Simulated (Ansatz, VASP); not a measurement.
Si: VASP beside Ansatz

```
Si
1.0
     3.51948    2.03197    6.00213
    -3.51948    2.03197    6.00213
     0.00000   -4.06395    6.00213
Si
12
Cartesian
  -2.2645 1.3074 4.0454
  0.0000 -2.6148 4.0454
  2.2645 1.3074 4.0454
  2.2645 -1.3074 13.9610
  -2.2645 -1.3074 13.9610
  0.0000 2.6148 13.9610
  -1.4409 0.8319 6.4400
  0.0000 -1.6639 6.4400
  1.4409 0.8319 6.4400
  1.4409 -0.8319 11.5663
  -1.4409 -0.8319 11.5663
  0.0000 1.6639 11.5663
```

Alike in both runs: task single point; functional PBE; k mesh 3 × 3 × 3; occupations gaussian, width 0.1 eV; no spin polarisation.

|  | VASP | Ansatz |
| --- | --- | --- |
| version | VASP 6.6.1 | Ansatz 0.2.0 |
| potentials or method | VASP PAW PBE potentials, release 64 (Si), cutoff 520 eV | scalar-relativistic, plane waves, PAW |
| valence electrons in the cell | 48 | 48 |

Ansatz gave:

- gap on the k mesh at the Fermi level (eV): none
- pressure (GPa): -1.6
- traceless stress, the component that is largest in VASP (GPa): 3.09
- rms of the force components (eV/Å): 0.217

Which values does VASP return?

gap on the k mesh at the Fermi level (eV): none; pressure (GPa): -1.7; traceless stress, the component that is largest in VASP (GPa): 3.07; rms of the force components (eV/Å): 0.214.

Atom by atom the forces differ by 0.004 eV/Å (rms over components). A gap of «none» marks a metal or a gap that the smearing closes.

The k mesh is coarse, so the values compare programs but aren't converged.
